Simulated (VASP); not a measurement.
Write the native input for VASP 6.6.1 that does the following.

```yaml
Task: electric field gradients
Functional: PBEsol
Potentials_or_basis: VASP PAW PBE potentials, release 64 (Na_pv)
Cutoff: 520 eV
k_mesh: 13 × 13 × 7
Occupations: fermi-dirac, width 0.05 eV
Spin: no spin polarisation
Dipole_correction: no
Further_INCAR_settings: ALGO = Normal; EDIFF = 1e-08; NBANDS = 14
```

The structure of Na lies in POSCAR:

```
Na
1.0
    3.7670009976      0.0565050150      0.0565050150
   -1.8345657204      3.2340660525      0.0206822709
    0.0923100000      0.0923100000      6.1540000000
Na
2
Direct
    0.3333333333      0.6666666667      0.2500000000
    0.6666666667      0.3333333333      0.7500000000
```

This cell differs from its parent crystal: equal xy, yz and zx shear strains of +3 %.

These files were run (other wordings do the same):

INCAR

```
  PREC = Accurate
  ENCUT = 520
  EDIFF = 1E-8
  ISMEAR = -1
  SIGMA = 0.05
  LREAL = False
  LASPH = True
  NELM = 80
  ALGO = Normal
  ISIF = 2
  LWAVE = False
  LCHARG = False
  GGA = PS
  LEFG = True
  NBANDS = 14
```

KPOINTS

```
Automatic mesh
0
Gamma
  13 13 7
```

Potentials or basis: VASP PAW PBE potentials, release 64 (Na_pv).

Command:

```bash
$ cat potpaw_PBE.64/Na_pv/POTCAR > POTCAR
$ mpirun -np 1 vasp_std > vasp.out
```

Results of the run:

```
Pressure                                : -0.3 GPa
Largest force                           : 0.009 eV/Å
Band gap on the k mesh                  : zero (bands 7 and 8 overlap by 3.45 eV)
Largest electric field gradient by atom : Na +0.28 V/Å²
```

Caveat: the cell differs from its parent crystal (equal xy, yz and zx shear strains of +3 %); without QUAD_EFG the Cq values of the log hold for a quadrupole moment of 1 mb, not for the nuclei; the PAW data sets were made with another functional, which shifts forces and pressure a little.

It took 9.6 min on 1 thread of Intel Xeon 8259CL (shared host), peak memory 0.53 GiB.
